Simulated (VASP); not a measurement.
# MgScF3: single point with r2SCAN+U

MgScF3:

```
Sc Mg F
1.0
     3.99003    0.00000    0.00000
     0.00000    3.99003    0.00000
     0.00000    0.00000    3.99003
Sc Mg F
1 1 3
Direct
  0.50000 0.50000 0.50000
  0.00000 0.00000 0.00000
  0.50000 0.00000 0.00000
  0.00000 0.50000 0.00000
  0.00000 0.00000 0.50000
```

```
Program                : VASP 6.6.1
Task                   : single point
Functional             : r2SCAN
Potentials or basis    : VASP PAW PBE potentials, release 64 (Sc_sv, Mg, F)
Cutoff                 : 520 eV
k mesh                 : 5 × 5 × 5
Occupations            : tetrahedron
Spin                   : no spin polarisation
Hubbard terms          : Sc d U = 1.0 eV
Dipole correction      : no
Further INCAR settings : ALGO = Normal; EDIFF = 1e-06; NBANDS = 25
```

```yaml
Pressure: -0.8 GPa
Band_gap_on_the_k_mesh: zero (band 17 reaches 6.86 eV, above the bottom of band 18 at 5.61 eV)
```

Levels at points of the mesh, in eV from the Fermi level:
```tsv
k point	band 13	band 14	band 15	band 16	band 17	band 18	band 19	band 20	band 21	band 22
(0.00, 0.00, 0.00)	-8.80	-8.57	-8.57	-8.57	-2.13	-0.87	-0.87	0.91	0.91	0.91
```

Eigenvalues of the final occupation matrices:
```csv
site,spin,trace,eigenvalues
site 1 d,1,0.57,0.01 0.01 0.01 0.27 0.27
site 1 d,2,0.57,0.01 0.01 0.01 0.27 0.27
```

It took 64 s on 1 thread of Intel(R) Xeon(R) Platinum 8259CL CPU @ 2.50GHz (Skylake/Cascade Lake) (shared host), peak memory 0.18 GiB.

Caveat: the PAW data sets were made with another functional, which shifts forces and pressure a little; U without spin polarisation on a metal has little footing; tetrahedron occupations give inexact forces and stress in metals.
